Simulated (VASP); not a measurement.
SrAl2O2:

```
CELL_PARAMETERS angstrom
4.62053 0.00000 0.00000
-2.31026 4.00149 0.00000
0.00000 0.00000 4.38247
ATOMIC_POSITIONS crystal
Sr 0.00000 0.00000 0.50000
Al 0.33333 0.66667 0.00000
Al 0.66667 0.33333 0.00000
O 0.33333 0.66667 0.50000
O 0.66667 0.33333 0.50000
```

The cell was built from a structure type or drawn by symmetry, and may not be a known phase.

```yaml
Program: VASP 6.6.1
Task: relaxation of cell and atoms
Functional: PBE
Potentials_or_basis: VASP PAW PBE potentials, release 64 (Sr_sv, Al, O)
Cutoff: 600 eV
k_mesh: 6 × 6 × 4
Occupations: gaussian, width 0.1 eV
Spin: no spin polarisation
```

At the start: pressure -4.4 GPa; volume 16.21 Å³/atom.

Question: Where does the relaxation end?

Answer: Over 9 steps the energy falls by 421.9 meV/atom and the volume is 16.08 Å³/atom (-0.8 %); space group P6/mmm (No. 191, to 0.1 Å) before and after.

Step by step:
| step | energy change (eV) | largest force (eV/Å) | pressure (GPa) | volume (Å³) |
| --- | --- | --- | --- | --- |
| 1 | 0.0000 | 0.0000 | -4.42 | 81.03 |
| 2 | -1.7797 | 0.0000 | 1.33 | 75.16 |
| 3 | -1.9395 | 0.0000 | 6.01 | 73.41 |
| 4 | -1.9396 | 0.0000 | 7.10 | 73.08 |
| 5 | -2.1068 | 0.0000 | 1.00 | 79.58 |
| 6 | -2.1081 | 0.0000 | 0.47 | 80.34 |
| 7 | -2.1081 | 0.0000 | 0.58 | 80.19 |
| 8 | -2.1079 | 0.0000 | -0.51 | 80.58 |
| 9 | -2.1095 | 0.0000 | 0.05 | 80.38 |

Final structure:
```
Sr Al O
1.0
     5.05225    0.00000    0.00000
    -2.52613    4.37538    0.00000
     0.00000    0.00000    3.63609
Sr Al O
1 2 2
Direct
  0.00000 0.00000 0.50000
  0.33333 0.66667 0.00000
  0.66667 0.33333 0.00000
  0.33333 0.66667 0.50000
  0.66667 0.33333 0.50000
```

Caveat: a cell axis changed by over 15 % at a fixed basis, so the end point is rough.
